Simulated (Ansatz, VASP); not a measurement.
## InSb: VASP beside Ansatz

File INCAR:

```
ALGO = Normal
EDIFF = 1E-8
ENCUT = 520
GGA = CA
ISIF = 2
ISMEAR = -1
LASPH = T
LCHARG = F
LEFG = T
LREAL = F
LWAVE = F
NBANDS = 26
NELM = 100
PREC = Accurate
SIGMA = 0.08
```

Contents of KPOINTS:

```
k-points
0
Gamma
  6 6 11
```

The input POSCAR:

```
InSb
1.0
    5.1962900000      0.0000000000      0.0000000000
    0.0000000000      5.5406400000      0.0000000000
    0.0000000000      0.0000000000      3.0630000000
In Sb
2 2
Direct
    0.0000000000      0.0000000000      0.0000000000
    0.5000000000      0.5000000000      0.0000000000
    0.5000000000      0.0000000000      0.8350000000
    0.0000000000      0.5000000000      0.1650000000
```

Input for Ansatz:

```yaml
crystal:
  lattice:
    - [5.19629, 0.0, 0.0]
    - [0.0, 5.54064, 0.0]
    - [0.0, 0.0, 3.063]
  atoms:
    - { symbol: In, position: [0.0, 0.0, 0.0] }
    - { symbol: In, position: [0.5, 0.5, 0.0] }
    - { symbol: Sb, position: [0.5, 0.0, 0.835] }
    - { symbol: Sb, position: [0.0, 0.5, 0.165] }
kpoints:
  mp_grid: { grid: [6, 6, 11] }
scf:
  occupations: { method: fermi_dirac, width: 0.08 }
hamiltonian:
  xc: lda
  pseudopotentials: { kind: all_electron, datasets: crystal }
output:
  forces: true
  stress: true
  eigenvalues: true
  efg: { contact_densities: true }
```

Change from the starting cell: equal xx and yy strain of -3 %, crystal datasets.

Alike in both runs: task electric field gradients; functional LDA; k mesh 6 × 6 × 11; occupations fermi-dirac, width 0.08 eV; no spin polarisation.

|  | VASP | Ansatz |
| --- | --- | --- |
| version | VASP 6.6.1 | Ansatz 0.2.0 |
| potentials or method | VASP PAW LDA potentials, release 64 (In_d, Sb), cutoff 520 eV | all-electron PAW with datasets made for the crystal, scalar-relativistic |

Ansatz gave:

- pressure (GPa): 20.0
- traceless stress, the component that is largest in VASP (GPa): 15.87
- rms of the force components (eV/Å): 0.415
- size of Vzz on the site where it differs most (V/Å²): 85.1

Task: Which values does VASP return?

Result: Pressure (GPa): 20.3; traceless stress, the component that is largest in VASP (GPa): 15.89; rms of the force components (eV/Å): 0.418; size of Vzz on the site where it differs most (V/Å²): 101.3.

LDA's correlation is that of Perdew and Zunger in VASP and of Perdew and Wang (1992) in Ansatz. Atom by atom the forces differ by 0.003 eV/Å (rms over components). Ansatz ran all-electron here, and VASP with PAW potentials.

Spin-orbit coupling is off throughout.
